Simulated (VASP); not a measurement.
# AgCl (Fm-3m) in VASP: single point with HSE06

Aim: the single point of AgCl with HSE06.

Everything below comes from runs of VASP 6.6.1. Logs are shortened: lines on timing, memory, paths and dates and some standing lists are left out, and cuts for length are marked.

## Step 1: The cell of the first run

It takes space group Fm-3m (No. 225, cubic). Conventional cell: a = 5.868 Å, b = 5.868 Å, c = 5.868 Å, α = 90.00°, β = 90.00°, γ = 90.00°. Ag (site symmetry m-3m) has 6 Cl at 2.93 Å within 3.9 Å. Cl (site symmetry m-3m) has 6 Ag at 2.93 Å within 3.9 Å.

## Step 2: Single point, HSE06 (strain +5.8%)

The input, POSCAR:

```
AgCl
1.0
    0.0000000000      2.9340284738      2.9340284738
    2.9340284738      0.0000000000      2.9340284738
    2.9340284738      2.9340284738      0.0000000000
Ag Cl
1 1
Direct
    0.0000000000      0.0000000000      0.0000000000
    0.5000000000      0.5000000000      0.5000000000
```

The input, INCAR.step1:

```
  PREC = Accurate
  ENCUT = 520
  EDIFF = 1E-5
  ISMEAR = 0
  SIGMA = 0.01
  LREAL = F
  LASPH = T
  NELM = 100
  ALGO = Normal
  ISIF = 2
  LWAVE = T
  LCHARG = F
  NBANDS = 16
  GGA = PE
```

The input, INCAR.step2:

```
  PREC = Accurate
  ENCUT = 520
  EDIFF = 1E-6
  ISMEAR = 0
  SIGMA = 0.01
  LREAL = F
  LASPH = T
  NELM = 100
  ALGO = Normal
  ISIF = 2
  LWAVE = F
  LCHARG = F
  GGA = PE
  LHFCALC = T
  HFSCREEN = 0.2079
  PRECFOCK = Normal
  NBANDS = 16
  ISTART = 1
```

The input, KPOINTS:

```
regular mesh
0
Gamma
  6 6 6
```

Potentials or basis: VASP PAW PBE potentials, release 64 (Ag, Cl).

Run with:

```
$ cat potpaw_PBE.64/Ag/POTCAR potpaw_PBE.64/Cl/POTCAR > POTCAR
$ cp INCAR.step1 INCAR
$ mpirun -np 1 vasp_std > vasp.out
$ cp INCAR.step2 INCAR
$ mpirun -np 1 vasp_std > vasp.out
```

OUTCAR:

```text
PREC = Accurate
   ENCUT = 520
   EDIFF = 1E-6
   ISMEAR = 0
   LREAL = F
   LASPH = T
   NELM = 100
   ISIF = 2
   GGA = PE
   LHFCALC = T
   HFSCREEN = 0.2079
   PRECFOCK = Normal
   ISTART = 1

 ion  position               nearest neighbor table
   1  0.000  0.000  0.000-   2 2.93   2 2.93   2 2.93   2 2.93   2 2.93   2 2.93
   2  0.500  0.500  0.500-   1 2.93   1 2.93   1 2.93   1 2.93   1 2.93   1 2.93

  LATTYP: Found a face centered cubic cell.
 ALAT       =     5.8680569476

  Lattice vectors:

 A1 = (   0.0000000000,   2.9340284738,   2.9340284738)
 A2 = (   2.9340284738,   0.0000000000,   2.9340284738)
 A3 = (   2.9340284738,   2.9340284738,   0.0000000000)

Analysis of symmetry for initial positions (statically):
=====================================================================
 Subroutine PRICEL returns:
 Original cell was already a primitive cell.

 Routine SETGRP: Setting up the symmetry group for a
 face centered cubic supercell.

 Subroutine GETGRP returns: Found 48 space group operations
 (whereof 48 operations were pure point group operations)
 out of a pool of 48 trial point group operations.

The static configuration has the point symmetry O_h .

Analysis of symmetry for dynamics (positions and initial velocities):
=====================================================================
 Subroutine PRICEL returns:
 Original cell was already a primitive cell.

 Routine SETGRP: Setting up the symmetry group for a
 face centered cubic supercell.

 Subroutine GETGRP returns: Found 48 space group operations
 (whereof 48 operations were pure point group operations)
 out of a pool of 48 trial point group operations.

The dynamic configuration has the point symmetry O_h .

 Subroutine INISYM returns: Found 48 space group operations
 (whereof 48 operations are pure point group operations),
 and found     1 'primitive' translations

----------------------------------------------------------------------------------------

                                     Primitive cell

  volume of cell :      50.5153

  direct lattice vectors                    reciprocal lattice vectors
     0.000000000  2.934028474  2.934028474    -0.170414161  0.170414161  0.170414161
     2.934028474  0.000000000  2.934028474     0.170414161 -0.170414161  0.170414161
     2.934028474  2.934028474  0.000000000     0.170414161  0.170414161 -0.170414161
[... 81 lines left out ...]
   ISIF   =      2    stress and relaxation
   ISYM   =      3    0-nonsym 1-usesym 2-fastsym
   POTIM  = 0.5000    time-step for ionic-motion
   TEBEG  =    0.0;   TEEND  =   0.0 temperature during run
   PSTRESS=    0.0 pullay stress
   NELECT =      18.0000    total number of electrons
   NUPDOWN=      -1.0000    fix difference up-down
   EMIN   =  10.00;   EMAX   =-10.00  energy-range for DOS
   EFERMI =   0.00;   METHOD = LEGACY
   ISMEAR =     0;   SIGMA  =   0.01  broadening in eV -4-tet -1-fermi 0-gaus
   EFERMI_NEDOS =   21; number of points for ismear=-14 and -15
   IALGO  =     38    algorithm
   IMIX   =      1    mixing-type and parameters
     AMIX     =   0.40;   BMIX     =  1.00
     AMIX_MAG =   1.60;   BMIX_MAG =  1.00
  volume/ion in A,a.u.               =      25.26       170.45
  Fermi-wavevector in a.u.,A,eV,Ry     =   1.160623  2.193260 18.327684  1.347047
  Thomas-Fermi vector in A             =   2.297204
   LORBIT       =      0    0 simple, 1 ext, 2 COOP (PROOUT), +10 PAW based schemes
   GGA     = PE    functional components
   LHFCALC =     T    Hartree Fock is set to
   PRECFOCK=normal    Normal, Fast or Accurate (Low or Medium for compatibility)
   ENCUT4O =  -1.0   cutoff for four orbital integrals eV
   NKREDX  =     1    reduce k-point grid by
   NKREDY  =     1    reduce k-point grid by
   NKREDZ  =     1    reduce k-point grid by
   AEXX    =    0.2500 exact exchange contribution
   HFSCREEN=    0.2079 screening length (either q_TF or 0.3 A-1)
   HFSCREENC=   0.2079 screening length for correlation (either q_TF or 0.3 A-1)
   ENCUTFOCK=  -1.0 apply spherical cutoff to Coloumb kernel
   IVDW    =     0    specifies the selected vdW correction
   LEPSILON=     F    determine dielectric tensor
   LRPA    =     F    only Hartree local field effects (RPA)
 non-spin polarized calculation
 Gauss-broadening in eV      SIGMA  =   0.01
  energy-cutoff  :      520.00
  volume of cell :       50.52
 maximum number of plane-waves:      1380
  NGX = 24; NGY = 24; NGZ = 24

 number of electron      18.0000005 magnetization

 Free energy of the ion-electron system (eV)
  ---------------------------------------------------
  ext. energy  EPLUGINS =         0.00000000
  ---------------------------------------------------
  free energy    TOTEN  =        -6.54643089 eV

  energy without entropy =       -6.54643089  energy(sigma->0) =       -6.54643089

 E-fermi :   0.8786     XC(G=0):  -7.5266

 val. band max:        0.8234758167   @ k =   0.5000   0.0000   0.0000
 cond. band min:       3.3204274895   @ k =   0.0000   0.0000   0.0000
 fundamental gap:      2.4969516729
 Fermi energy:         0.8785717931

 k-point     1 :       0.0000    0.0000    0.0000
  band No.  band energies     occupation
      1     -14.3542      2.00000
      2      -1.4758      2.00000
      3      -1.4758      2.00000
      4      -1.4758      2.00000
      5      -1.4702      2.00000
      6      -1.4702      2.00000
[... 281 lines left out ...]
      3      -2.2768      2.00000
      4      -2.0160      2.00000
      5      -1.2149      2.00000
      6      -1.1663      2.00000
[... 8 lines left out ...]
     15      16.5997      0.00000
     16      17.7669      0.00000

------------------------ aborting loop because EDIFF is reached ----------------------------------------

  FORCE on cell =-STRESS in cart. coord.  units (eV):
  Direction    XX          YY          ZZ          XY          YZ          ZX
  --------------------------------------------------------------------------------------
  -------------------------------------------------------------------------------------
  Total       -1.3269013     -1.3269013     -1.3269013      0.0000000      0.0000000     -0.0000000
  in kB      -42.0848949    -42.0848949    -42.0848949      0.0000000      0.0000000     -0.0000000
  external PRESSURE =     -42.0848949 kB  Pullay stress =       0.0000000 kB

 VOLUME and BASIS-vectors are now :
 -----------------------------------------------------------------------------
  energy-cutoff  :      520.00
  volume of cell :       50.52
      direct lattice vectors                 reciprocal lattice vectors
     0.000000000  2.934028474  2.934028474    -0.170414161  0.170414161  0.170414161
     2.934028474  0.000000000  2.934028474     0.170414161 -0.170414161  0.170414161
     2.934028474  2.934028474  0.000000000     0.170414161  0.170414161 -0.170414161

 POSITION                                       TOTAL-FORCE (eV/Angst)
 -----------------------------------------------------------------------------------
      0.00000      0.00000      0.00000        -0.000000     -0.000000     -0.000000
      2.93403      2.93403      2.93403         0.000000      0.000000      0.000000
 -----------------------------------------------------------------------------------
    total drift:                                0.000002      0.000002      0.000002

  FREE ENERGIE OF THE ION-ELECTRON SYSTEM (eV)
  ---------------------------------------------------
  free  energy   TOTEN  =        -6.5464308886 eV

  energy  without entropy=       -6.5464308886  energy(sigma->0) =       -6.54643089
```

OUTCAR.step1:

```text
PREC = Accurate
   ENCUT = 520
   EDIFF = 1E-5
   ISMEAR = 0
   LREAL = F
   LASPH = T
[... 513 lines left out ...]
 -----------------------------------------------------------------------------------
      0.00000      0.00000      0.00000         0.000000      0.000000      0.000000
      2.93403      2.93403      2.93403         0.000000     -0.000000     -0.000000
 -----------------------------------------------------------------------------------
    total drift:                                0.000000     -0.000000     -0.000000

  FREE ENERGIE OF THE ION-ELECTRON SYSTEM (eV)
  ---------------------------------------------------
  free  energy   TOTEN  =        -5.3096301046 eV

  energy  without entropy=       -5.3096301046  energy(sigma->0) =       -5.30963010
```

OSZICAR.step1:

```text
N       E                     dE             d eps       ncg     rms          rms(c)
DAV:   1     0.993992639630E+02    0.99399E+02   -0.82624E+03   512   0.985E+02
DAV:   2    -0.162921130216E+01   -0.10103E+03   -0.92646E+02   640   0.218E+02
DAV:   3    -0.551811251748E+01   -0.38889E+01   -0.38790E+01   640   0.452E+01
DAV:   4    -0.554615132543E+01   -0.28039E-01   -0.28038E-01   632   0.410E+00
DAV:   5    -0.554656816622E+01   -0.41684E-03   -0.41684E-03   672   0.501E-01    0.393E+00
DAV:   6    -0.531591472461E+01    0.23065E+00   -0.30957E-01   664   0.656E+00    0.266E+00
DAV:   7    -0.531012065158E+01    0.57941E-02   -0.93263E-02   560   0.212E+00    0.158E+00
DAV:   8    -0.530944457654E+01    0.67608E-03   -0.67155E-03   600   0.804E-01    0.206E-01
DAV:   9    -0.530950491764E+01   -0.60341E-04   -0.58562E-04   680   0.346E-01    0.586E-02
DAV:  10    -0.530961976275E+01   -0.11485E-03   -0.20070E-04   600   0.120E-01    0.431E-02
DAV:  11    -0.530963025239E+01   -0.10490E-04   -0.97860E-06   608   0.216E-02    0.416E-03
DAV:  12    -0.530963010460E+01    0.14779E-06   -0.29059E-07   376   0.595E-03
   1 F= -.53096301E+01 E0= -.53096301E+01  d E =-.334479E-14
```

Run time: 27 min. Hardware: 1 thread of AMD EPYC 7R43 (Zen 3), shared host; peak memory 0.27 GiB.

Results:

| Item | Value |
| --- | --- |
| Free energy | -6.5464 eV |
| Pressure | -4.2 GPa |
| Band gap on the k mesh | 2.50 eV (least direct gap 4.03 eV) |

Caveat: the cell differs from its parent crystal (strain +5.8%); the cell stands under tension; the PAW data sets were made with another functional, which shifts forces and pressure a little.
